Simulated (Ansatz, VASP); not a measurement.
## Two plane-wave programs on ZrIn2Se3

```xyz
6
Lattice="3.8451 0.0000 0.0000 0.0000 3.8451 0.0000 0.0000 0.0000 10.8123" Properties=species:S:1:pos:R:3 pbc="T T T"
Zr    0.0000    0.0000    5.4062
In    0.0000    1.9226    2.6346
In    1.9226    0.0000    8.1778
Se    1.9226    1.9226    0.0000
Se    0.0000    0.0000    0.0000
Se    1.9226    1.9226    5.4062
```

Change from the starting cell: species swapped into the Li3MnAs2 type (P-4m2, No. 115).

Alike in both runs: functional PBE; k mesh 4 × 4 × 4; occupations gaussian, width 0.1 eV; no spin polarisation.

Ansatz relaxed the structure, and its values are those at the end. VASP's run is a single point on that final structure, the one shown.

|  | VASP | Ansatz |
| --- | --- | --- |
| version | VASP 6.6.1 | Ansatz 0.2.0 |
| potentials or method | VASP PAW PBE potentials, release 64 (Zr_sv, In_d, Se), cutoff 520 eV | scalar-relativistic, plane waves, PAW |
| valence electrons in the cell | 56 | 86 |

|  | VASP | Ansatz | Ansatz less VASP |
| --- | --- | --- | --- |
| gap on the k mesh at the Fermi level (eV) | none | none | - |
| pressure (GPa) | 0.3 | 0.3 | -0.03 |
| rms of the force components (eV/Å) | 0.003 | 0.002 | -0.0012 |

A gap of «none» marks a metal or a gap that the smearing closes. VASP's potentials hold 56 valence electrons a cell and Ansatz's 86, so a difference there can come from the potentials and not from the codes.

The k mesh is coarse, so the values compare programs but aren't converged.
